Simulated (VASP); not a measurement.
The system is Mo.

```
Mo
1.0
     0.00000    2.72500    2.72500
     2.72500    0.00000    2.72500
     2.72500    2.72500    0.00000
Mo
2
Cartesian
  0.0000 0.0000 0.0000
  1.3625 1.3625 1.3625
```

This isn't the form of Mo at room conditions, which is bcc.

- Program: VASP 6.6.1
- Task: relaxation of cell and atoms
- Functional: PBE
- Potentials or basis: VASP PAW PBE potentials, release 64 (Mo_sv)
- Cutoff: 600 eV
- k mesh: 14 × 14 × 14
- Occupations: fermi-dirac, width 0.1 eV
- Spin: no spin polarisation

At the start: pressure 18.6 GPa; volume 20.23 Å³/atom.

Where does the relaxation end?

Over 20 steps the energy falls by 148.9 meV/atom and the volume is 23.12 Å³/atom (+14.3 %); space group Fd-3m (No. 227, to 0.1 Å) before and after.

The path:
```tsv
step	energy change (eV)	largest force (eV/Å)	pressure (GPa)	volume (Å³)
1	0.0000	0.0000	18.60	40.47
2	0.1840	0.0000	-13.71	55.84
3	-0.2973	0.0000	-0.64	46.51
4	-0.2979	0.0000	-0.25	46.26
5	-0.2978	0.0000	0.14	46.12
6	-0.2978	0.0000	0.25	46.12
7	-0.2978	0.0000	0.24	46.12
8	-0.2978	0.0000	0.23	46.12
9	-0.2978	0.0000	0.23	46.12
10	-0.2978	0.0000	0.23	46.12
11	-0.2978	0.0000	0.23	46.12
12	-0.2978	0.0000	0.23	46.12
13	-0.2978	0.0000	0.23	46.12
14	-0.2978	0.0000	0.24	46.13
15	-0.2978	0.0000	0.25	46.13
16	-0.2978	0.0000	0.22	46.13
17	-0.2978	0.0000	0.21	46.14
18	-0.2979	0.0000	0.17	46.15
19	-0.2979	0.0000	0.11	46.18
20	-0.2979	0.0000	0.00	46.24
```

Final structure:
```xyz
2
Lattice="0.0000 2.8488 2.8488 2.8488 0.0000 2.8488 2.8488 2.8488 0.0000" Properties=species:S:1:pos:R:3 pbc="T T T"
Mo    0.0000    0.0000    0.0000
Mo    1.4244    1.4244    1.4244
```
